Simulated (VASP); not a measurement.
# K3HgS2 (P6/mmm) in VASP: single point with PBE

Aim: the single point of K3HgS2 with PBE.

Program: VASP 6.6.1. These are calculated values, not measurements. Logs are shortened: lines on timing, memory, paths and dates and some standing lists are left out, and cuts for length are marked.

## (1) The cell of the first run

It takes space group P6/mmm (No. 191, hexagonal). Conventional cell: a = 8.699 Å, b = 8.699 Å, c = 3.772 Å, α = 90.00°, β = 90.00°, γ = 120.00°. K (site symmetry mmm) has 4 S at 3.14 Å and 2 K at 3.77 Å within 4.1 Å. Within 5.1 Å of Hg (site symmetry 6/mmm) lie 2 Hg at 3.77 Å and 12 K at 4.74 Å and 6 S at 5.02 Å. Within 4.1 Å of S (site symmetry -6m2) lie 6 K at 3.14 Å and 2 S at 3.77 Å.

## (2) Single point, PBE

Input file POSCAR:

```
K3HgS2
1.0
    8.6992189678      0.0000000000      0.0000000000
   -4.3496094839      7.5337446192      0.0000000000
    0.0000000000      0.0000000000      3.7722431122
K Hg S
3 1 2
Direct
    0.5000000000      0.0000000000      0.5000000000
    0.5000000000      0.5000000000      0.5000000000
    0.0000000000      0.5000000000      0.5000000000
    0.0000000000      0.0000000000      0.0000000000
    0.3333333333      0.6666666667      0.0000000000
    0.6666666667      0.3333333333      0.0000000000
```

Input file INCAR.step1:

```
SYSTEM = K3HgS2
  PREC = Accurate
  ENCUT = 520
  EDIFF = 1E-6
  ISMEAR = 0
  SIGMA = 0.1
  LREAL = .False.
  LASPH = .True.
  NELM = 100
  ALGO = Normal
  ISIF = 2
  LWAVE = .False.
  LCHARG = .True.
  GGA = PE
  NBANDS = 34
```

Input file KPOINTS.step1:

```
Automatic mesh
0
Gamma
  6 6 10
  0 0 0
```

Input file INCAR.step2:

```
SYSTEM = K3HgS2
  PREC = Accurate
  ENCUT = 520
  EDIFF = 1E-6
  ISMEAR = -5
  SIGMA = 0.1
  LREAL = .False.
  LASPH = .True.
  NELM = 100
  ALGO = Normal
  ISIF = 2
  LWAVE = .False.
  LCHARG = .False.
  GGA = PE
  LORBIT = 11
  NBANDS = 34
  NEDOS = 2001
  ICHARG = 11
```

Input file KPOINTS.step2:

```
Automatic mesh
0
Gamma
  9 9 15
  0 0 0
```

Potentials or basis: VASP PAW PBE potentials, release 64 (K_sv, Hg, S).

Command:

```sh
cat potpaw_PBE.64/K_sv/POTCAR potpaw_PBE.64/Hg/POTCAR potpaw_PBE.64/S/POTCAR > POTCAR
cp INCAR.step1 INCAR
cp KPOINTS.step1 KPOINTS
mpirun -np 1 vasp_std > vasp.out
cp INCAR.step2 INCAR
cp KPOINTS.step2 KPOINTS
mpirun -np 1 vasp_std > vasp.out
```

OUTCAR:

```text
SYSTEM = K3HgS2
   PREC = Accurate
   ENCUT = 520
   EDIFF = 1E-6
   ISMEAR = -5
   LREAL = .False.
   LASPH = .True.
   NELM = 100
   ISIF = 2
   GGA = PE
   LORBIT = 11
   ICHARG = 11

 ion  position               nearest neighbor table
   1  0.500  0.000  0.500-   5 3.14   6 3.14   5 3.14   6 3.14
   2  0.500  0.500  0.500-   5 3.14   6 3.14   5 3.14   6 3.14
   3  0.000  0.500  0.500-   5 3.14   6 3.14   5 3.14   6 3.14
   4  0.000  0.000  0.000-
   5  0.333  0.667  0.000-   3 3.14   3 3.14   1 3.14   1 3.14   2 3.14   2 3.14
   6  0.667  0.333  0.000-   3 3.14   3 3.14   1 3.14   1 3.14   2 3.14   2 3.14

  LATTYP: Found a hexagonal cell.
 ALAT       =     8.6992189678
 C/A-ratio  =     0.4336300909

  Lattice vectors:

 A1 = (   8.6992189678,   0.0000000000,   0.0000000000)
 A2 = (  -4.3496094839,   7.5337446192,   0.0000000000)
 A3 = (   0.0000000000,   0.0000000000,   3.7722431122)

Analysis of symmetry for initial positions (statically):
=====================================================================
 Subroutine PRICEL returns:
 Original cell was already a primitive cell.

 Routine SETGRP: Setting up the symmetry group for a
 hexagonal supercell.

 Subroutine GETGRP returns: Found 24 space group operations
 (whereof 24 operations were pure point group operations)
 out of a pool of 24 trial point group operations.

The static configuration has the point symmetry D_6h.

Analysis of symmetry for dynamics (positions and initial velocities):
=====================================================================
 Subroutine PRICEL returns:
 Original cell was already a primitive cell.

 Routine SETGRP: Setting up the symmetry group for a
 hexagonal supercell.

 Subroutine GETGRP returns: Found 24 space group operations
 (whereof 24 operations were pure point group operations)
 out of a pool of 24 trial point group operations.

The dynamic configuration has the point symmetry D_6h.

 Subroutine INISYM returns: Found 24 space group operations
 (whereof 24 operations are pure point group operations),
 and found     1 'primitive' translations

----------------------------------------------------------------------------------------

                                     Primitive cell

  volume of cell :     247.2241

  direct lattice vectors                    reciprocal lattice vectors
     8.699218968  0.000000000  0.000000000     0.114952848  0.066368058  0.000000000
    -4.349609484  7.533744619  0.000000000     0.000000000  0.132736116  0.000000000
     0.000000000  0.000000000  3.772243112     0.000000000  0.000000000  0.265094261

  length of vectors
     8.699218968  8.699218968  3.772243112     0.132736116  0.132736116  0.265094261

  position of ions in fractional coordinates (direct lattice)
     0.500000000  0.000000000  0.500000000
     0.500000000  0.500000000  0.500000000
     0.000000000  0.500000000  0.500000000
     0.000000000  0.000000000  0.000000000
     0.333333333  0.666666667  0.000000000
     0.666666667  0.333333333  0.000000000

  ion indices of the primitive-cell ions
   primitive index   ion index
                 1           1
                 2           2
                 3           3
                 4           4
                 5           5
                 6           6

----------------------------------------------------------------------------------------

 KPOINTS: Automatic mesh

Automatic generation of k-mesh.
 Grid dimensions read from file:
 generate k-points for:    9    9   15

 Generating k-lattice:

  Cartesian coordinates                     Fractional coordinates (reciprocal lattice)
     0.012772539  0.007374229  0.000000000     0.111111111  0.000000000  0.000000000
     0.000000000  0.014748457  0.000000000     0.000000000  0.111111111  0.000000000
     0.000000000  0.000000000  0.017672951     0.000000000  0.000000000  0.066666667

  Length of vectors
     0.014748457  0.014748457  0.017672951

  Shift w.r.t. Gamma in fractional coordinates (k-lattice)
     0.000000000  0.000000000  0.000000000

 TETIRR: Found   1191 inequivalent tetrahedra from     7290

 Subroutine IBZKPT returns following result:
 ===========================================

 Found     96 irreducible k-points:

 Following reciprocal coordinates:
            Coordinates               Weight
  0.000000  0.000000  0.000000      1.000000
  0.111111  0.000000  0.000000      6.000000
  0.222222  0.000000  0.000000      6.000000
  0.333333  0.000000  0.000000      6.000000
  0.444444  0.000000  0.000000      6.000000
  0.111111  0.111111  0.000000      6.000000
[... 16 lines left out ...]
  0.333333  0.222222  0.066667     24.000000
  0.333333  0.333333  0.066667      4.000000
 [... further k-points ...]
   k-points           NKPTS =     96   k-points in BZ     NKDIM =     96   number of bands    NBANDS=     34
   number of dos      NEDOS =   2001   number of ions     NIONS =      6
   total plane-waves  NPLWV = 137200
   dimension x,y,z NGX =    70 NGY =   70 NGZ =   28
   dimension x,y,z NGXF=   140 NGYF=  140 NGZF=   56
   ions per type =               3   1   2
   NGX,Y,Z   is equivalent  to a cutoff of  13.38, 13.38, 12.34 a.u.
   NGXF,Y,Z  is equivalent  to a cutoff of  26.75, 26.75, 24.68 a.u.
 SYSTEM =  K3HgS2
   PREC   = accura    normal or accurate (medium, high low for compatibility)
   ISTART =      0    job   : 0-new  1-cont  2-samecut
   ICHARG =     11    charge: 1-file 2-atom 10-const
   ISPIN  =      1    spin polarized calculation?
   LNONCOLLINEAR =      F non collinear calculations
   LSORBIT =      F    spin-orbit coupling
   LASPH  =      T    aspherical Exc in radial PAW
   ENCUT  =  520.0 eV  38.22 Ry    6.18 a.u.  16.17 16.17  7.01*2*pi/ulx,y,z
   NELM   =    100;   NELMIN=  2; NELMDL=  0     # of ELM steps
   EDIFF  = 0.1E-05   stopping-criterion for ELM
   LREAL  =      F    real-space projection
   EDIFFG = 0.1E-04   stopping-criterion for IOM
   NSW    =      0    number of steps for IOM
   IBRION =     -1    ionic relax: 0-MD 1-quasi-New 2-CG
   NFREE  =      0    steps in history (QN), initial steepest desc. (CG)
   ISIF   =      2    stress and relaxation
   ISYM   =      2    0-nonsym 1-usesym 2-fastsym
   POTIM  = 0.5000    time-step for ionic-motion
   TEBEG  =    0.0;   TEEND  =   0.0 temperature during run
   PSTRESS=    0.0 pullay stress
   NELECT =      51.0000    total number of electrons
   NUPDOWN=      -1.0000    fix difference up-down
   EMIN   =  10.00;   EMAX   =-10.00  energy-range for DOS
   EFERMI =   0.00;   METHOD = LEGACY
   ISMEAR =    -5;   SIGMA  =   0.10  broadening in eV -4-tet -1-fermi 0-gaus
   EFERMI_NEDOS =   21; number of points for ismear=-14 and -15
   IALGO  =     38    algorithm
   IMIX   =      4    mixing-type and parameters
     AMIX     =   0.40;   BMIX     =  1.00
     AMIX_MAG =   1.60;   BMIX_MAG =  1.00
  volume/ion in A,a.u.               =      41.20       278.06
  Fermi-wavevector in a.u.,A,eV,Ry     =   0.967315  1.827960 12.730950  0.935698
  Thomas-Fermi vector in A             =   2.097190
   LORBIT       =     11    0 simple, 1 ext, 2 COOP (PROOUT), +10 PAW based schemes
   GGA     = PE    functional components
   LHFCALC =     F    Hartree Fock is set to
   AEXX    =    0.0000 exact exchange contribution
   IVDW    =     0    specifies the selected vdW correction
   LEPSILON=     F    determine dielectric tensor
   LRPA    =     F    only Hartree local field effects (RPA)
 non-spin polarized calculation
 Fermi weights with tetrahedron method with Bloechl corrections
  energy-cutoff  :      520.00
  volume of cell :      247.22
 maximum number of plane-waves:      6702
 NGX is ok and might be reduce to    70

 number of electron      51.0000002 magnetization

 Free energy of the ion-electron system (eV)
  ---------------------------------------------------
  ext. energy  EPLUGINS =         0.00000000
  ---------------------------------------------------
  free energy    TOTEN  =       -15.45888246 eV

  energy without entropy =      -15.45888246  energy(sigma->0) =      -15.45888246

 E-fermi :  -0.6046     XC(G=0):  -6.7812

 val. band max:       -0.6166313845   @ k =   0.4444   0.0000   0.1333
 cond. band min:      -0.4653212129   @ k =   0.0000   0.0000   0.0667
 fundamental gap:      0.1513101717
 Fermi energy:        -0.6046097005

 k-point     1 :       0.0000    0.0000    0.0000
  band No.  band energies     occupation
      1     -29.9429      2.00000
      2     -29.9359      2.00000
      3     -29.9358      2.00000
      4     -13.6836      2.00000
      5     -13.5910      2.00000
      6     -13.5909      2.00000
[... 26 lines left out ...]
     33       4.9202      0.00000
     34       4.9202      0.00000

 k-point     2 :       0.1111    0.0000    0.0000
  band No.  band energies     occupation
      1     -29.9427      2.00000
      2     -29.9361      2.00000
      3     -29.9358      2.00000
      4     -13.6759      2.00000
      5     -13.5908      2.00000
      6     -13.5896      2.00000
[... 26 lines left out ...]
     33       4.8979      0.00000
     34       4.9216      0.00000
[... 775 lines left out ...]
     33       5.3541      0.00000
     34       5.5409      0.00000

 k-point    24 :       0.3333    0.3333    0.0667
  band No.  band energies     occupation
      1     -29.9385      2.00000
      2     -29.9384      2.00000
      3     -29.9349      2.00000
      4     -13.5856      2.00000
      5     -13.5693      2.00000
      6     -13.5692      2.00000
[... 26 lines left out ...]
     33       5.5166      0.00000
     34       5.5580      0.00000

 [... further k-points ...]

------------------------ aborting loop because EDIFF is reached ----------------------------------------

  FORCE on cell =-STRESS in cart. coord.  units (eV):
  Direction    XX          YY          ZZ          XY          YZ          ZX
  --------------------------------------------------------------------------------------
  -------------------------------------------------------------------------------------
  Total        0.0343471      0.0343471     -0.0449611      0.0000000     -0.0000000      0.0000000
  in kB        0.2225920      0.2225920     -0.2913779      0.0000000     -0.0000000      0.0000000
  external PRESSURE =       0.0512687 kB  Pullay stress =       0.0000000 kB

 VOLUME and BASIS-vectors are now :
 -----------------------------------------------------------------------------
  energy-cutoff  :      520.00
  volume of cell :      247.22
      direct lattice vectors                 reciprocal lattice vectors
     8.699218968  0.000000000  0.000000000     0.114952848  0.066368058  0.000000000
    -4.349609484  7.533744619  0.000000000     0.000000000  0.132736116  0.000000000
     0.000000000  0.000000000  3.772243112     0.000000000  0.000000000  0.265094261

 POSITION                                       TOTAL-FORCE (eV/Angst)
 -----------------------------------------------------------------------------------
      4.34961      0.00000      1.88612         0.000000      0.000000      0.000000
      2.17480      3.76687      1.88612         0.000000      0.000000      0.000000
     -2.17480      3.76687      1.88612         0.000000      0.000000      0.000000
      0.00000      0.00000      0.00000         0.000000      0.000000      0.000000
     -0.00000      5.02250      0.00000        -0.000000     -0.000000      0.000000
      4.34961      2.51125      0.00000         0.000000      0.000000      0.000000
 -----------------------------------------------------------------------------------
    total drift:                                0.000000     -0.000000      0.000000

  FREE ENERGIE OF THE ION-ELECTRON SYSTEM (eV)
  ---------------------------------------------------
  free  energy   TOTEN  =       -15.4588824582 eV

  energy  without entropy=      -15.4588824582  energy(sigma->0) =      -15.45888246

 total charge

# of ion       s       p       d       tot
------------------------------------------
    1        1.963   5.581   0.032   7.575
    2        1.963   5.581   0.032   7.575
    3        1.963   5.581   0.032   7.575
    4        1.045   0.017   9.368  10.429
    5        1.340   2.327   0.000   3.666
    6        1.340   2.327   0.000   3.666
--------------------------------------------------
tot          9.613  21.413   9.462  40.488
```

Run time: 18 min. Hardware: 1 thread of AMD EPYC 7R13 (Zen 3), shared host; peak memory 0.83 GiB.

What came out:

```
Valence electrons inside the program's atomic spheres : K 7.58; Hg 10.43; S 3.67
```

Levels at points of the mesh, in eV from the Fermi level:
```
           k point  band 24  band 25  band 26  band 27  band 28  band 29
(0.00, 0.00, 0.00)    -0.55     0.22     0.49     2.02     2.02     3.25
```

Caveat: spin-orbit coupling is left out, which moves the levels of the heavy elements.
